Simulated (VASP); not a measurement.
A run of VASP 6.6.1 is set up as follows.

The input INCAR:

```
  PREC = Accurate
  ENCUT = 500
  EDIFF = 1E-6
  ISMEAR = 0
  SIGMA = 0.15
  LREAL = F
  LASPH = T
  NELM = 120
  ALGO = Normal
  ISIF = 2
  LWAVE = F
  LCHARG = F
  GGA = PS
  NBANDS = 13
  GGA_COMPAT = F
```

Contents of KPOINTS:

```
regular mesh
0
Gamma
  20 20 20
```

Contents of POSCAR:

```
W
1.0
   -0.1999126922      1.9991269217      2.0990832678
    1.7992142295      0.0000000000      1.8991705756
    1.9991269217      1.9991269217     -0.1999126922
W
1
Direct
    0.0000000000      0.0000000000      0.0000000000
```

Potentials or basis: VASP PAW PBE potentials, release 64 (W_sv).

Command:

```console
$ cat potpaw_PBE.64/W_sv/POTCAR > POTCAR
$ mpirun -np 1 vasp_std > vasp.out
```

Problem. Predict the band gap on the k mesh.

Solution. Zero (bands 7 and 8 overlap by 4.30 eV).

Problem. Predict the pressure.

Solution. -5.5 GPa.

Stress tensor (GPa, compression positive):
```
-6.94  0.00 11.09
 0.00 -5.63  0.00
11.09  0.00 -3.80
```

Caveat: the cell differs from its parent crystal (engineering shear strain xz -0.2000, normal strain along z +0.0500); the cell stands under tension; the PAW data sets were made with another functional, which shifts forces and pressure a little; spin-orbit coupling is left out, which moves the levels of the heavy elements.
